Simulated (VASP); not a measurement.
# SiC (Imm2) in VASP: notebook

The runs below take SiC through single point, with LDA.

Program: VASP 6.6.1. These are calculated values, not measurements. Logs are shortened: lines on timing, memory, paths and dates and some standing lists are left out, and cuts for length are marked.

## (1) The cell of the first run

Symmetry: Imm2, No. 44, orthorhombic system. The conventional cell has a = 3.038 Å, b = 3.150 Å, c = 4.455 Å, α = 90.00°, β = 90.00°, γ = 90.00°. Si (site symmetry mm2) has 4 C at 1.89 to 1.92 Å within 2.5 Å. Within 2.5 Å of C (site symmetry mm2) lie 4 Si at 1.89 to 1.92 Å.

## (2) Single point, LDA

Input file INCAR:

```
ALGO     = Normal         # electronic algorithm
EDIFF    = 1E-6           # SCF threshold, eV
ENCUT    = 600            # plane-wave cutoff, eV
GGA      = CA             # functional
GGA_COMPAT= False        
ISIF     = 2              # what is computed and relaxed
ISMEAR   = 0              # smearing method
LASPH    = True           # aspherical terms in the spheres
LCHARG   = True           # write CHGCAR
LELF     = True           # ELF
LREAL    = False          # projectors in reciprocal space
LVHAR    = True         
LWAVE    = False          # write WAVECAR
NBANDS   = 16             # bands
NELM     = 120            # most SCF steps
PREC     = Accurate       # precision mode
SIGMA    = 0.02           # smearing width, eV
```

Input file KPOINTS:

```
k-points
0
Gamma
  8 6 10
```

Input file POSCAR:

```
SiC
1.0
    3.1503048237      0.0000000000      0.0000000000
    0.0000000000      4.4552037582      0.0000000000
    0.0000000000      0.0000000000      3.0375573564
Si C
2 2
Direct
    0.0000000000      0.0014030253      0.0000000000
    0.5000000000      0.5014030253      0.5000000000
    0.5000000000      0.2485969747      0.0000000000
    1.0000000000      0.7485969747      0.5000000000
```

Potentials or basis: VASP PAW LDA potentials, release 64 (Si, C).

The run is started by

```
> cat potpaw_LDA.64/Si/POTCAR potpaw_LDA.64/C/POTCAR > POTCAR
> mpirun -np 1 vasp_std > vasp.out
```

OUTCAR:

```text
EDIFF = 1E-6
   ENCUT = 600
   GGA = CA
   ISIF = 2
   ISMEAR = 0
   LASPH = True
   LREAL = False
   NELM = 120
   PREC = Accurate

 ion  position               nearest neighbor table
   1  0.000  0.001  0.000-   4 1.89   4 1.89   3 1.92   3 1.92   2 3.12   2 3.12   2 3.12   2 3.12
                             2 3.12   2 3.12   2 3.12   2 3.12
   2  0.500  0.501  0.500-   3 1.89   3 1.89   4 1.92   4 1.92   1 3.12   1 3.12   1 3.12   1 3.12
                             1 3.12   1 3.12   1 3.12   1 3.12
   3  0.500  0.249  0.000-   2 1.89   2 1.89   1 1.92   1 1.92
   4  0.000  0.749  0.500-   1 1.89   1 1.89   2 1.92   2 1.92

  LATTYP: Found a simple orthorhombic cell.
 ALAT       =     3.0375573564
 B/A-ratio  =     1.0371178069
 C/A-ratio  =     1.4667060521

  Lattice vectors:

 A1 = (   0.0000000000,   0.0000000000,   3.0375573564)
 A2 = (   3.1503048237,   0.0000000000,   0.0000000000)
 A3 = (   0.0000000000,   4.4552037582,   0.0000000000)

Analysis of symmetry for initial positions (statically):
=====================================================================
 Subroutine PRICEL returns following result:

  LATTYP: Found a body centered orthorhombic cell.
 ALAT       =     3.0375573564
 B/A-ratio  =     1.0371178069
 C/A-ratio  =     1.4667060521

  Lattice vectors:

 A1 = (  -1.5751524118,  -2.2276018791,  -1.5187786782)
 A2 = (   1.5751524118,  -2.2276018791,   1.5187786782)
 A3 = (  -1.5751524118,   2.2276018791,   1.5187786782)

   2 primitive cells build up your supercell.

 Routine SETGRP: Setting up the symmetry group for a
 simple orthorhombic supercell.

 Subroutine GETGRP returns: Found  4 space group operations
 (whereof  4 operations were pure point group operations)
 out of a pool of  8 trial point group operations.

The static configuration has the point symmetry C_2v.

Analysis of symmetry for dynamics (positions and initial velocities):
=====================================================================
 Subroutine PRICEL returns following result:

  LATTYP: Found a body centered orthorhombic cell.
 ALAT       =     3.0375573564
 B/A-ratio  =     1.0371178069
 C/A-ratio  =     1.4667060521

  Lattice vectors:

[... 110 lines left out ...]
   LASPH  =      T    aspherical Exc in radial PAW
   ENCUT  =  600.0 eV  44.10 Ry    6.64 a.u.   6.29  8.90  6.07*2*pi/ulx,y,z
   NELM   =    120;   NELMIN=  2; NELMDL= -5     # of ELM steps
   EDIFF  = 0.1E-05   stopping-criterion for ELM
   LREAL  =      F    real-space projection
   EDIFFG = 0.1E-04   stopping-criterion for IOM
   NSW    =      0    number of steps for IOM
   IBRION =     -1    ionic relax: 0-MD 1-quasi-New 2-CG
   NFREE  =      0    steps in history (QN), initial steepest desc. (CG)
   ISIF   =      2    stress and relaxation
   ISYM   =      2    0-nonsym 1-usesym 2-fastsym
   POTIM  = 0.5000    time-step for ionic-motion
   TEBEG  =    0.0;   TEEND  =   0.0 temperature during run
   PSTRESS=    0.0 pullay stress
   NELECT =      16.0000    total number of electrons
   NUPDOWN=      -1.0000    fix difference up-down
   EMIN   =  10.00;   EMAX   =-10.00  energy-range for DOS
   EFERMI =   0.00;   METHOD = LEGACY
   ISMEAR =     0;   SIGMA  =   0.02  broadening in eV -4-tet -1-fermi 0-gaus
   EFERMI_NEDOS =   21; number of points for ismear=-14 and -15
   IALGO  =     38    algorithm
   IMIX   =      4    mixing-type and parameters
     AMIX     =   0.40;   BMIX     =  1.00
     AMIX_MAG =   1.60;   BMIX_MAG =  1.00
  volume/ion in A,a.u.               =      10.66        71.93
  Fermi-wavevector in a.u.,A,eV,Ry     =   1.180864  2.231510 18.972511  1.394440
  Thomas-Fermi vector in A             =   2.317149
   LORBIT       =      0    0 simple, 1 ext, 2 COOP (PROOUT), +10 PAW based schemes
   GGA     = CA    functional components
   LHFCALC =     F    Hartree Fock is set to
   AEXX    =    0.0000 exact exchange contribution
   IVDW    =     0    specifies the selected vdW correction
   LEPSILON=     F    determine dielectric tensor
   LRPA    =     F    only Hartree local field effects (RPA)
 non-spin polarized calculation
 Gauss-broadening in eV      SIGMA  =   0.02
  energy-cutoff  :      600.00
  volume of cell :       42.63
 maximum number of plane-waves:      1460
 NGX is ok and might be reduce to    28
   NGX = 13   NGY = 17   NGZ = 13

 number of electron      16.0000001 magnetization

 Free energy of the ion-electron system (eV)
  ---------------------------------------------------
  ext. energy  EPLUGINS =         0.00000000
  ---------------------------------------------------
  free energy    TOTEN  =       -33.17523209 eV

  energy without entropy =      -33.17523209  energy(sigma->0) =      -33.17523209

 E-fermi :   8.0343     XC(G=0): -11.4309

 val. band max:        7.9448445549   @ k =   0.0000   0.0000   0.0000
 cond. band min:       9.0027849373   @ k =   0.5000   0.0000   0.5000
 fundamental gap:      1.0579403824
 Fermi energy:         8.0343143405

 k-point     1 :       0.0000    0.0000    0.0000
  band No.  band energies     occupation
      1      -7.3590      2.00000
      2      -2.4943      2.00000
      3      -0.1396      2.00000
      4       4.4165      2.00000
      5       5.0394      2.00000
      6       7.6107      2.00000
[... 433 lines left out ...]
      3       0.9178      2.00000
      4       2.3767      2.00000
      5       3.2531      2.00000
      6       4.7052      2.00000
[... 8 lines left out ...]
     15      17.3579      0.00000
     16      18.7159      0.00000

 [... further k-points ...]

------------------------ aborting loop because EDIFF is reached ----------------------------------------

  FORCE on cell =-STRESS in cart. coord.  units (eV):
  Direction    XX          YY          ZZ          XY          YZ          ZX
  --------------------------------------------------------------------------------------
  -------------------------------------------------------------------------------------
  Total       -4.5119095     -3.5841233      0.0770692      0.0000000      0.0000000      0.0000000
  in kB     -169.5611390   -134.6941972      2.8963208      0.0000000      0.0000000      0.0000000
  external PRESSURE =    -100.4530051 kB  Pullay stress =       0.0000000 kB

 VOLUME and BASIS-vectors are now :
 -----------------------------------------------------------------------------
  energy-cutoff  :      600.00
  volume of cell :       42.63
      direct lattice vectors                 reciprocal lattice vectors
     3.150304824  0.000000000  0.000000000     0.317429600  0.000000000  0.000000000
     0.000000000  4.455203758  0.000000000     0.000000000  0.224456625  0.000000000
     0.000000000  0.000000000  3.037557356     0.000000000  0.000000000  0.329211891

 POSITION                                       TOTAL-FORCE (eV/Angst)
 -----------------------------------------------------------------------------------
      0.00000      0.00625      0.00000         0.000000      0.003163     -0.000000
      1.57515      2.23385      1.51878        -0.000000      0.003163     -0.000000
      1.57515      1.10755      0.00000         0.000000     -0.003163      0.000000
      0.00000      3.33515      1.51878         0.000000     -0.003163      0.000000
 -----------------------------------------------------------------------------------
    total drift:                               -0.000000     -0.000134      0.000000

  FREE ENERGIE OF THE ION-ELECTRON SYSTEM (eV)
  ---------------------------------------------------
  free  energy   TOTEN  =       -33.1752320936 eV

  energy  without entropy=      -33.1752320936  energy(sigma->0) =      -33.17523209
```

stdout:

```text
POSCAR found type information on POSCAR SiC
 POSCAR found :  2 types and       4 ions
 scaLAPACK will be used
 LDA part: xc-table for (Slater(with rela. corr.)+CA(PZ))
 , standard interpolation
 POSCAR, INCAR and KPOINTS ok, starting setup
 FFT: planning ... GRIDC
 FFT: planning ... GRID_SOFT
 FFT: planning ... GRID
 WAVECAR not read
 entering main loop
```

It took 34 s on 1 thread of Intel Xeon Platinum 8488C (Sapphire Rapids), shared host; peak memory 0.2 GiB.

What came out:

| Quantity | Value |
| --- | --- |
| Free energy | -33.1752 eV |
| Pressure | -10.0 GPa |
| Largest force | 0.003 eV/Å |
| Band gap on the k mesh | 1.06 eV |

Forces in eV/Å, atoms in the order of the input:
```
Si   0.000  0.003  0.000
Si   0.000  0.003  0.000
C    0.000 -0.003  0.000
C    0.000 -0.003  0.000
```

Caveat: the cell stands under tension. A k mesh can miss the band edges.

## (3) Single point, LDA

Input file INCAR:

```
SYSTEM = SiC
PREC = Accurate ; ENCUT = 600
EDIFF = 1E-6 ; ISMEAR = 0
SIGMA = 0.02 ; LREAL = .FALSE.
LASPH = .TRUE. ; NELM = 120
ALGO = Normal ; ISIF = 2
LWAVE = .FALSE. ; LCHARG = .FALSE.
GGA = CA ; NBANDS = 16
GGA_COMPAT = .FALSE.
```

Input file KPOINTS:

```
Automatic mesh
0
G
  8 6 10
  0 0 0
```

POSCAR is that of step 2.

Potentials or basis: VASP PAW LDA potentials, release 64 (Si, C).

The run is started by

```
> cat potpaw_LDA.64/Si/POTCAR potpaw_LDA.64/C/POTCAR > POTCAR
> mpirun -np 1 vasp_std > vasp.out
```

Run time: 34 s. Hardware: 1 thread of Intel Xeon Platinum 8488C (Sapphire Rapids), shared host; peak memory 0.2 GiB.

Results (log left out):

```yaml
Free_energy: -33.1752 eV
Pressure: -10.0 GPa
Largest_force: 0.003 eV/Å
Band_gap_on_the_k_mesh: 1.06 eV
```

Forces in eV/Å, atoms in the order of the input:
```
Si   0.000  0.003  0.000
Si   0.000  0.003  0.000
C    0.000 -0.003  0.000
C    0.000 -0.003  0.000
```

Stress tensor (GPa, compression positive):
```
-16.96   0.00   0.00
  0.00 -13.47   0.00
  0.00   0.00   0.29
```

Levels at points of the mesh, in eV from the valence-band top:
| k point | band 4 | band 5 | band 6 | band 7 | band 8 | band 9 | band 10 | band 11 | band 12 | band 13 |
| --- | --- | --- | --- | --- | --- | --- | --- | --- | --- | --- |
| (0.00, 0.00, 0.00) | -3.53 | -2.91 | -0.33 | -0.31 | 0.00 | 1.16 | 4.16 | 5.48 | 6.38 | 7.06 |
| (0.50, 0.00, 0.00) | -6.13 | -4.67 | -4.67 | -1.09 | -1.09 | 5.53 | 5.53 | 8.56 | 8.56 | 8.82 |
| (0.00, 0.50, 0.00) | -3.64 | -2.29 | -2.29 | -1.75 | -1.75 | 3.63 | 3.63 | 6.05 | 6.05 | 9.82 |
| (0.50, 0.50, 0.00) | -8.66 | -1.32 | -1.32 | -0.98 | -0.98 | 5.05 | 5.05 | 6.77 | 6.77 | 7.24 |
| (0.00, 0.00, 0.50) | -6.11 | -4.54 | -4.54 | -1.44 | -1.44 | 5.03 | 5.03 | 7.85 | 7.85 | 8.35 |
| (0.50, 0.00, 0.50) | -7.86 | -3.43 | -3.43 | -3.39 | -3.39 | 1.06 | 1.06 | 3.77 | 3.77 | 12.96 |
| (0.00, 0.50, 0.50) | -8.56 | -1.43 | -1.43 | -1.31 | -1.31 | 4.65 | 4.65 | 6.63 | 6.63 | 6.64 |
| (0.50, 0.50, 0.50) | -7.15 | -5.08 | -5.08 | -4.81 | -4.81 | 4.71 | 4.71 | 8.61 | 8.61 | 8.64 |

Caveat: the cell stands under tension. A k mesh can miss the band edges.
